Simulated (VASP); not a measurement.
ZnGe3, 4 atoms in the cell. Symmetry: Pm-3m, No. 221, cubic system. Conventional cell: a = 4.222 Å, b = 4.222 Å, c = 4.222 Å, α = 90.00°, β = 90.00°, γ = 90.00°. Zn (site symmetry m-3m) has 12 Ge at 2.99 Å within 3.9 Å. Within 3.9 Å of Ge (site symmetry 4/mmm) lie 4 Zn at 2.99 Å and 8 Ge at 2.99 Å. 

* Program: VASP 6.6.1
* Task: vibrations by perturbation theory
* Functional: PBE
* Potentials or basis: VASP PAW PBE potentials, release 64 (Zn, Ge_d)
* Cutoff: 520 eV
* k mesh: 7 × 7 × 7
* Occupations: gaussian, width 0.15 eV
* Spin: no spin polarisation
* Dipole correction: no
* Further INCAR settings: ALGO = Normal; EDIFF = 1e-08; IBRION = 8; NSW = 1

Potentials or basis: VASP PAW PBE potentials, release 64 (Zn, Ge_d).

Run with:

```console
$ cat potpaw_PBE.64/Zn/POTCAR potpaw_PBE.64/Ge_d/POTCAR > POTCAR
$ mpirun -np 1 vasp_std > vasp.out
```

Hardware: 1 thread of Intel(R) Xeon(R) Platinum 8375C CPU @ 2.90GHz (Ice Lake), on a shared host.

Question: How long does it take, and how much memory?

Answer: Run time: 6.4 min on 1 thread of Intel(R) Xeon(R) Platinum 8375C CPU @ 2.90GHz (Ice Lake), with other jobs on the host, peak memory 0.43 GiB. Counts: scf iterations 63, k points 20.
